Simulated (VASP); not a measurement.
SrSiH6:

```
CELL_PARAMETERS angstrom
3.27248 1.90369 2.03258
-3.24758 1.84133 2.05023
-0.04155 -3.75554 2.05106
ATOMIC_POSITIONS crystal
Sr 0.47123 0.48340 0.46429
Si 0.99899 0.94704 0.96417
H 0.91189 0.23241 0.29970
H 0.27797 0.93091 0.25466
H 0.32746 0.27948 0.91611
H 0.07381 0.74280 0.76465
H 0.74081 0.10367 0.73997
H 0.79990 0.75487 0.05402
```

| Item | Value |
| --- | --- |
| Program | VASP 6.6.1 |
| Task | relaxation of cell and atoms |
| Functional | PBEsol |
| Potentials or basis | VASP PAW PBE potentials, release 64 (Sr_sv, Si, H) |
| Cutoff | 600 eV |
| k mesh | 4 × 4 × 4 |
| Occupations | fermi-dirac, width 0.05 eV |
| Spin | no spin polarisation |

At the start: pressure 13.4 GPa; volume 9.38 Å³/atom.

Task: Where does the relaxation end?

Result: Over 86 steps the energy falls by 348.1 meV/atom and the volume is 9.18 Å³/atom (-2.1 %); space group P1 (No. 1, to 0.1 Å) before, R-3 (No. 148, to 0.1 Å).

Step by step:
```
step  energy change (eV)  largest force (eV/Å)  pressure (GPa)  volume (Å³)
   1              0.0000               12.3073           13.43        75.02
   4             -2.2933                1.0910           -2.20        78.39
   7             -2.4878                0.8556           -1.21        77.27
  10             -2.6913                0.3512            0.38        75.50
  13             -2.7311                0.1850           -0.05        75.76
  16             -2.7366                0.0892            0.43        75.52
  19             -2.7398                0.0343           -0.09        75.93
  22             -2.7402                0.0302            0.03        75.82
  25             -2.7406                0.0298           -0.03        75.82
  28             -2.7409                0.0201           -0.03        75.80
  31             -2.7412                0.1173            0.23        75.57
  34             -2.7417                0.0445            0.11        75.66
  37             -2.7421                0.0464            0.04        75.67
  40             -2.7430                0.1213           -0.34        75.84
  43             -2.7437                0.0672           -0.25        75.77
  46             -2.7470                0.0670           -0.16        75.41
  49             -2.7511                0.1345            0.38        74.43
  52             -2.7555                0.1190           -0.02        73.93
  55             -2.7650                0.2120           -0.28        73.57
  58             -2.7714                0.1830            0.07        73.03
  61             -2.7774                0.0745            0.10        72.84
  64             -2.7799                0.0656           -0.05        72.97
  67             -2.7820                0.0340            0.01        73.01
  70             -2.7829                0.0705           -0.09        73.12
  73             -2.7836                0.0228            0.04        73.08
  76             -2.7840                0.0321           -0.01        73.21
  79             -2.7844                0.0372            0.01        73.33
  82             -2.7846                0.0101            0.00        73.40
  85             -2.7847                0.0105            0.00        73.42
  86             -2.7847                0.0087            0.00        73.43
```

Final structure:
```
Sr Si H
1.0
     3.21387    1.85286    2.05180
    -3.21347    1.84925    2.05260
    -0.00151   -3.71218    2.05630
Sr Si H
1 1 6
Direct
  0.51292 0.49686 0.49479
  0.01281 0.99686 0.99480
  0.94479 0.20475 0.31817
  0.33664 0.92935 0.20330
  0.22144 0.32133 0.92778
  0.08063 0.78900 0.67116
  0.68888 0.06417 0.78602
  0.80395 0.67226 0.06155
```

Caveat: the PAW data sets were made with another functional, which shifts forces and pressure a little.
